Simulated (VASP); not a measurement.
# Ge6N (F-43m) in VASP: notebook

Ge6N is run at these levels: PBE; tasks: single point, relaxation of cell and atoms.

Program: VASP 6.6.1. These are calculated values, not measurements. Logs are shortened: lines on timing, memory, paths and dates and some standing lists are left out, and cuts for length are marked.

### 1 The cell of the first run

It takes space group F-43m (No. 216, cubic). The conventional cell has a = 8.998 Å, b = 8.998 Å, c = 8.998 Å, α = 90.00°, β = 90.00°, γ = 90.00°. Within 3.1 Å of Ge (site symmetry 3m) lie 4 Ge at 2.35 to 2.52 Å. Within 5.0 Å of Ge (site symmetry -43m) lie 16 Ge at 3.82 to 3.90 Å and 4 N at 3.90 Å. Ge (site symmetry -43m) has 4 Ge at 2.35 Å within 3.1 Å. N (site symmetry -43m) has 22 Ge at 3.68 to 4.50 Å within 4.8 Å.

### 2 Single point, PBE

Contents of INCAR:

```
SYSTEM = Ge6N
PREC = Accurate
ENCUT = 520
EDIFF = 1E-7
ISMEAR = 0
SIGMA = 0.1
LREAL = .False.
LASPH = .True.
NELM = 100
ALGO = Normal
ISIF = 2
LWAVE = .False.
LCHARG = .True.
GGA = PE
LELF = .True.
LVHAR = .True.
NBANDS = 54
```

Contents of KPOINTS:

```
Automatic mesh
0
Gamma
  8 8 8
  0 0 0
```

Contents of POSCAR:

```
Ge6N
1.0
    0.0000000000      4.4988438021      4.4988438021
    4.4988438021      0.0000000000      4.4988438021
    4.4988438021      4.4988438021      0.0000000000
Ge N
6 1
Direct
    0.4009983158      0.7970050525      0.4009983158
    0.4009983158      0.4009983158      0.4009983158
    0.7970050525      0.4009983158      0.4009983158
    0.4009983158      0.4009983158      0.7970050525
    0.0000000000      0.0000000000      0.0000000000
    0.2500000000      0.2500000000      0.2500000000
    0.7500000000      0.7500000000      0.7500000000
```

Potentials or basis: VASP PAW PBE potentials, release 64 (Ge_d, N).

Started as:

```bash
$ cat potpaw_PBE.64/Ge_d/POTCAR potpaw_PBE.64/N/POTCAR > POTCAR
$ mpirun -np 1 vasp_std > vasp.out
```

OUTCAR:

```text
SYSTEM = Ge6N
   PREC = Accurate
   ENCUT = 520
   EDIFF = 1E-7
   ISMEAR = 0
   LREAL = .False.
   LASPH = .True.
   NELM = 100
   ISIF = 2
   GGA = PE

 ion  position               nearest neighbor table
   1  0.401  0.797  0.401-   6 2.35   3 2.52   4 2.52   2 2.52
   2  0.401  0.401  0.401-   6 2.35   3 2.52   4 2.52   1 2.52
   3  0.797  0.401  0.401-   6 2.35   2 2.52   4 2.52   1 2.52
   4  0.401  0.401  0.797-   6 2.35   2 2.52   3 2.52   1 2.52
   5  0.000  0.000  0.000-
   6  0.250  0.250  0.250-   2 2.35   1 2.35   3 2.35   4 2.35
   7  0.750  0.750  0.750-

  LATTYP: Found a face centered cubic cell.
 ALAT       =     8.9976876042

  Lattice vectors:

 A1 = (   0.0000000000,   4.4988438021,   4.4988438021)
 A2 = (   4.4988438021,   0.0000000000,   4.4988438021)
 A3 = (   4.4988438021,   4.4988438021,   0.0000000000)

Analysis of symmetry for initial positions (statically):
=====================================================================
 Subroutine PRICEL returns:
 Original cell was already a primitive cell.

 Routine SETGRP: Setting up the symmetry group for a
 face centered cubic supercell.

 Subroutine GETGRP returns: Found 24 space group operations
 (whereof 24 operations were pure point group operations)
 out of a pool of 48 trial point group operations.

The static configuration has the point symmetry T_d .

Analysis of symmetry for dynamics (positions and initial velocities):
=====================================================================
 Subroutine PRICEL returns:
 Original cell was already a primitive cell.

 Routine SETGRP: Setting up the symmetry group for a
 face centered cubic supercell.

 Subroutine GETGRP returns: Found 24 space group operations
 (whereof 24 operations were pure point group operations)
 out of a pool of 48 trial point group operations.

The dynamic configuration has the point symmetry T_d .

 Subroutine INISYM returns: Found 24 space group operations
 (whereof 24 operations are pure point group operations),
 and found     1 'primitive' translations

----------------------------------------------------------------------------------------

                                     Primitive cell

  volume of cell :     182.1096

  direct lattice vectors                    reciprocal lattice vectors
     0.000000000  4.498843802  4.498843802    -0.111139667  0.111139667  0.111139667
     4.498843802  0.000000000  4.498843802     0.111139667 -0.111139667  0.111139667
     4.498843802  4.498843802  0.000000000     0.111139667  0.111139667 -0.111139667

  length of vectors
     6.362325920  6.362325920  6.362325920     0.192499549  0.192499549  0.192499549

  position of ions in fractional coordinates (direct lattice)
     0.400998316  0.797005052  0.400998316
     0.400998316  0.400998316  0.400998316
     0.797005052  0.400998316  0.400998316
     0.400998316  0.400998316  0.797005052
     0.000000000  0.000000000  0.000000000
     0.250000000  0.250000000  0.250000000
     0.750000000  0.750000000  0.750000000

  ion indices of the primitive-cell ions
   primitive index   ion index
                 1           1
                 2           2
                 3           3
                 4           4
                 5           5
                 6           6
                 7           7

----------------------------------------------------------------------------------------

 KPOINTS: Automatic mesh

Automatic generation of k-mesh.
 Grid dimensions read from file:
 generate k-points for:    8    8    8

 Generating k-lattice:

  Cartesian coordinates                     Fractional coordinates (reciprocal lattice)
    -0.013892458  0.013892458  0.013892458     0.125000000  0.000000000  0.000000000
     0.013892458 -0.013892458  0.013892458     0.000000000  0.125000000  0.000000000
     0.013892458  0.013892458 -0.013892458     0.000000000  0.000000000  0.125000000

  Length of vectors
     0.024062444  0.024062444  0.024062444

  Shift w.r.t. Gamma in fractional coordinates (k-lattice)
     0.000000000  0.000000000  0.000000000

 Subroutine IBZKPT returns following result:
 ===========================================

 Found     29 irreducible k-points:

 Following reciprocal coordinates:
            Coordinates               Weight
  0.000000  0.000000  0.000000      1.000000
  0.125000  0.000000  0.000000      8.000000
  0.250000  0.000000  0.000000      8.000000
  0.375000  0.000000  0.000000      8.000000
  0.500000  0.000000  0.000000      4.000000
  0.125000  0.125000  0.000000      6.000000
[... 16 lines left out ...]
  0.500000  0.250000  0.125000     48.000000
 -0.375000  0.250000  0.125000     24.000000
 [... further k-points ...]
   k-points           NKPTS =     29   k-points in BZ     NKDIM =     29   number of bands    NBANDS=     54
   number of dos      NEDOS =    301   number of ions     NIONS =      7
   total plane-waves  NPLWV = 110592
   dimension x,y,z NGX =    48 NGY =   48 NGZ =   48
   dimension x,y,z NGXF=    96 NGYF=   96 NGZF=   96
   ions per type =               6   1
   NGX,Y,Z   is equivalent  to a cutoff of  12.54, 12.54, 12.54 a.u.
   NGXF,Y,Z  is equivalent  to a cutoff of  25.08, 25.08, 25.08 a.u.
 SYSTEM =  Ge6N
   PREC   = accura    normal or accurate (medium, high low for compatibility)
   ISTART =      0    job   : 0-new  1-cont  2-samecut
   ICHARG =      2    charge: 1-file 2-atom 10-const
   ISPIN  =      1    spin polarized calculation?
   LNONCOLLINEAR =      F non collinear calculations
   LSORBIT =      F    spin-orbit coupling
   LASPH  =      T    aspherical Exc in radial PAW
   ENCUT  =  520.0 eV  38.22 Ry    6.18 a.u.  11.83 11.83 11.83*2*pi/ulx,y,z
   NELM   =    100;   NELMIN=  2; NELMDL= -5     # of ELM steps
   EDIFF  = 0.1E-06   stopping-criterion for ELM
   LREAL  =      F    real-space projection
   EDIFFG = 0.1E-05   stopping-criterion for IOM
   NSW    =      0    number of steps for IOM
   IBRION =     -1    ionic relax: 0-MD 1-quasi-New 2-CG
   NFREE  =      0    steps in history (QN), initial steepest desc. (CG)
   ISIF   =      2    stress and relaxation
   ISYM   =      2    0-nonsym 1-usesym 2-fastsym
   POTIM  = 0.5000    time-step for ionic-motion
   TEBEG  =    0.0;   TEEND  =   0.0 temperature during run
   PSTRESS=    0.0 pullay stress
   NELECT =      89.0000    total number of electrons
   NUPDOWN=      -1.0000    fix difference up-down
   EMIN   =  10.00;   EMAX   =-10.00  energy-range for DOS
   EFERMI =   0.00;   METHOD = LEGACY
   ISMEAR =     0;   SIGMA  =   0.10  broadening in eV -4-tet -1-fermi 0-gaus
   EFERMI_NEDOS =   21; number of points for ismear=-14 and -15
   IALGO  =     38    algorithm
   IMIX   =      4    mixing-type and parameters
     AMIX     =   0.40;   BMIX     =  1.00
     AMIX_MAG =   1.60;   BMIX_MAG =  1.00
  volume/ion in A,a.u.               =      26.02       175.56
  Fermi-wavevector in a.u.,A,eV,Ry     =   1.289518  2.436835 22.624522  1.662855
  Thomas-Fermi vector in A             =   2.421405
   LORBIT       =      0    0 simple, 1 ext, 2 COOP (PROOUT), +10 PAW based schemes
   GGA     = PE    functional components
   LHFCALC =     F    Hartree Fock is set to
   AEXX    =    0.0000 exact exchange contribution
   IVDW    =     0    specifies the selected vdW correction
   LEPSILON=     F    determine dielectric tensor
   LRPA    =     F    only Hartree local field effects (RPA)
 non-spin polarized calculation
 Gauss-broadening in eV      SIGMA  =   0.10
  energy-cutoff  :      520.00
  volume of cell :      182.11
 maximum number of plane-waves:      4926
   NGX = 23   NGY = 23   NGZ = 23

 number of electron      88.9999996 magnetization

 Free energy of the ion-electron system (eV)
  ---------------------------------------------------
  ext. energy  EPLUGINS =         0.00000000
  ---------------------------------------------------
  free energy    TOTEN  =       -24.20534516 eV

  energy without entropy =      -24.16079087  energy(sigma->0) =      -24.18306801

 E-fermi :   2.6828     XC(G=0):  -9.0851

 val. band max:        2.6647988539   @ k =   0.2500   0.0000   0.0000
 cond. band min:       2.6949829876   @ k =   0.5000   0.3750   0.0000
 fundamental gap:      0.0301841337
 Fermi energy:         2.6828030744

 k-point     1 :       0.0000    0.0000    0.0000
  band No.  band energies     occupation
      1     -22.7987      2.00000
      2     -22.7987      2.00000
      3     -22.7987      2.00000
      4     -22.7985      2.00000
      5     -22.7985      2.00000
      6     -22.4826      2.00000
[... 46 lines left out ...]
     53       7.4274      0.00000
     54       7.4274      0.00000

 k-point     2 :       0.1250    0.0000    0.0000
  band No.  band energies     occupation
      1     -22.7987      2.00000
      2     -22.7987      2.00000
      3     -22.7987      2.00000
      4     -22.7985      2.00000
      5     -22.7985      2.00000
      6     -22.4960      2.00000
[... 46 lines left out ...]
     53       7.2681      0.00000
     54       7.2687      0.00000

 k-point     3 :       0.2500    0.0000    0.0000
  band No.  band energies     occupation
      1     -22.7987      2.00000
      2     -22.7987      2.00000
      3     -22.7987      2.00000
      4     -22.7985      2.00000
      5     -22.7985      2.00000
      6     -22.5198      2.00000
[... 46 lines left out ...]
     53       7.2216      0.00000
     54       7.2218      0.00000
[... 1084 lines left out ...]
 k-point    23 :       0.5000    0.2500    0.1250
  band No.  band energies     occupation
      1     -22.7987      2.00000
      2     -22.7987      2.00000
      3     -22.7987      2.00000
      4     -22.7985      2.00000
      5     -22.7985      2.00000
      6     -22.5426      2.00000
[... 46 lines left out ...]
     53       6.3884      0.00000
     54       6.5860      0.00000

 k-point    24 :      -0.3750    0.2500    0.1250
  band No.  band energies     occupation
      1     -22.7987      2.00000
      2     -22.7987      2.00000
      3     -22.7987      2.00000
      4     -22.7985      2.00000
      5     -22.7985      2.00000
      6     -22.5471      2.00000
[... 46 lines left out ...]
     53       6.3920      0.00000
     54       6.5546      0.00000

 [... further k-points ...]
[... 5 lines left out ...]
  --------------------------------------------------------------------------------------
  -------------------------------------------------------------------------------------
  Total       -0.0517678     -0.0517678     -0.0517678      0.0000000      0.0000000      0.0000000
  in kB       -0.4554471     -0.4554471     -0.4554471      0.0000000      0.0000000      0.0000000
  external PRESSURE =      -0.4554471 kB  Pullay stress =       0.0000000 kB

 VOLUME and BASIS-vectors are now :
 -----------------------------------------------------------------------------
  energy-cutoff  :      520.00
  volume of cell :      182.11
      direct lattice vectors                 reciprocal lattice vectors
     0.000000000  4.498843802  4.498843802    -0.111139667  0.111139667  0.111139667
     4.498843802  0.000000000  4.498843802     0.111139667 -0.111139667  0.111139667
     4.498843802  4.498843802  0.000000000     0.111139667  0.111139667 -0.111139667

 POSITION                                       TOTAL-FORCE (eV/Angst)
 -----------------------------------------------------------------------------------
      5.38963      3.60806      5.38963         0.004328     -0.004328      0.004328
      3.60806      3.60806      3.60806        -0.004328     -0.004328     -0.004328
      3.60806      5.38963      5.38963        -0.004328      0.004328      0.004328
      5.38963      5.38963      3.60806         0.004328      0.004328     -0.004328
      0.00000      0.00000      0.00000        -0.000000      0.000000      0.000000
      2.24942      2.24942      2.24942        -0.000000      0.000000      0.000000
      6.74827      6.74827      6.74827        -0.000000      0.000000      0.000000
 -----------------------------------------------------------------------------------
    total drift:                                0.000001      0.000001      0.000001

  FREE ENERGIE OF THE ION-ELECTRON SYSTEM (eV)
  ---------------------------------------------------
  free  energy   TOTEN  =       -24.2053451569 eV

  energy  without entropy=      -24.1607908723  energy(sigma->0) =      -24.18306801
```

Run time: 3.9 min. Hardware: 1 thread of AMD EPYC 9R45 (Zen 5), shared host; peak memory 0.4 GiB.

Results:

| Quantity | Value |
| --- | --- |
| Free energy | -24.2053 eV |
| Pressure | 0.0 GPa |
| Largest force | 0.007 eV/Å |

Forces on the atoms (eV/Å):
```
Ge   0.004 -0.004  0.004
Ge  -0.004 -0.004 -0.004
Ge  -0.004  0.004  0.004
Ge   0.004  0.004 -0.004
Ge   0.000  0.000  0.000
Ge   0.000  0.000  0.000
N    0.000  0.000  0.000
```

Levels at points of the mesh, in eV from the Fermi level:
```tsv
k point	band 42	band 43	band 44	band 45	band 46	band 47	band 48	band 49
(0.00, 0.00, 0.00)	-0.93	-0.61	-0.61	-0.61	0.84	0.84	0.84	1.72
(0.50, 0.00, 0.00)	-1.14	-0.44	-0.36	-0.36	-0.09	1.14	1.55	1.55
(0.50, 0.50, 0.00)	-0.94	-0.68	-0.25	-0.09	0.03	0.37	0.37	0.87
```

[end of part 1 of 2]
